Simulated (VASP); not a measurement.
GaCo:

```
CELL_PARAMETERS angstrom
2.88176 0.00000 0.00000
0.00000 2.88176 0.00000
0.00000 0.00000 2.88176
ATOMIC_POSITIONS crystal
Ga 0.50000 0.50000 0.50000
Co 0.00000 0.00000 0.00000
```

```yaml
Program: VASP 6.6.1
Task: relaxation of cell and atoms
Functional: PBE
Dispersion: D3(BJ)
Potentials_or_basis: VASP PAW PBE potentials, release 64 (Ga_d, Co)
Cutoff: 600 eV
k_mesh: 14 × 14 × 14
Occupations: gaussian, width 0.1 eV
Spin: collinear spin, ferrimagnetic start
Starting_moments: "[-0.01, 0.18] μB"
```

At the start: pressure -5.8 GPa; volume 11.97 Å³/atom.

Question: Where does the relaxation end?

Answer: Over 3 steps the energy falls by 7.3 meV/atom and the volume is 11.58 Å³/atom (-3.2 %); space group Pm-3m (No. 221, to 0.05 Å); moment 0.00 μB per cell.

Step by step:
```
step  energy change (eV)  largest force (eV/Å)  pressure (GPa)  volume (Å³)
   1              0.0000                0.0000           -5.82        23.93
   2             -0.0009                0.0000            6.44        22.46
   3             -0.0145                0.0000            0.01        23.16
```

Final structure:
```yaml
crystal:
  lattice:
    - [2.85057, 0.00000, 0.00000]
    - [0.00000, 2.85057, 0.00000]
    - [0.00000, 0.00000, 2.85057]
  atoms:
    - { symbol: Ga, position: [0.50000, 0.50000, 0.50000] }
    - { symbol: Co, position: [0.00000, 0.00000, 0.00000] }
```

Caveat: pairwise dispersion overbinds metals, which lowers pressure and volume.
